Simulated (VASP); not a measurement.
SiO2: single point with PBE

Crystal: SiO2.

```xyz
12
Lattice="-2.6433 4.8252 4.4717 2.6433 -4.8252 4.4717 2.6433 4.8252 -4.4717" Properties=species:S:1:pos:R:3 pbc="T T T"
Si    0.0000    0.8232    7.5591
Si    0.0000    5.6485    1.3844
Si    2.6433    4.0020   -3.0874
Si    2.6433   -0.8232    3.0874
O     2.6433   -2.4126    3.4280
O     0.0000    7.2378    1.0438
O     1.3216    5.2450    2.2359
O     1.3216    4.4055   -2.2359
O     1.3216   -0.4197    2.2359
O    -1.3216    5.2450    2.2359
O     0.0000    0.0000    0.0000
O     0.0000    4.8252    0.0000
```

* Program: VASP 6.6.1
* Task: single point
* Functional: PBE
* Potentials or basis: VASP PAW PBE potentials, release 64 (Si, O)
* Cutoff: 520 eV
* k mesh: 6 × 6 × 6
* Occupations: gaussian, width 0.02 eV
* Spin: no spin polarisation
* Dipole correction: no
* Further INCAR settings: ALGO = Normal; EDIFF = 1e-06; NBANDS = 44

The pressure is 0.1 GPa, the largest force is 0.047 eV/Å and the band gap on the k mesh is 5.38 eV, direct.

Forces on the atoms (eV/Å):
```
Si   0.000 -0.038  0.029
Si   0.000 -0.038 -0.029
Si   0.000  0.038 -0.029
Si   0.000  0.038  0.029
O    0.000  0.000 -0.014
O    0.000  0.000  0.014
O    0.000  0.014  0.000
O    0.000 -0.014  0.000
O    0.000 -0.014  0.000
O    0.000  0.014  0.000
O    0.000  0.000  0.000
O    0.000  0.000  0.000
```

Levels at points of the mesh, in eV from the valence-band top:
| k point | band 30 | band 31 | band 32 | band 33 | band 34 | band 35 |
| --- | --- | --- | --- | --- | --- | --- |
| (0.00, 0.00, 0.00) | -0.70 | -0.45 | 0.00 | 5.38 | 8.37 | 8.45 |
| (0.50, 0.00, 0.00) | -0.52 | -0.30 | -0.16 | 6.36 | 6.86 | 8.41 |
| (0.00, 0.50, 0.00) | -0.80 | -0.74 | -0.22 | 7.46 | 7.76 | 8.39 |
| (0.50, 0.50, 0.00) | -0.93 | -0.40 | -0.40 | 7.59 | 7.59 | 8.85 |
| (0.50, 0.50, 0.50) | -0.24 | -0.23 | -0.02 | 7.30 | 7.31 | 7.69 |

Wall time 13 min on 1 thread of AMD EPYC 7R43 64-Core Processor (Zen 3), on a shared host, peak memory 0.56 GiB.

A k mesh can miss the band edges. As with any semilocal functional, this PBE gap is likely too small.
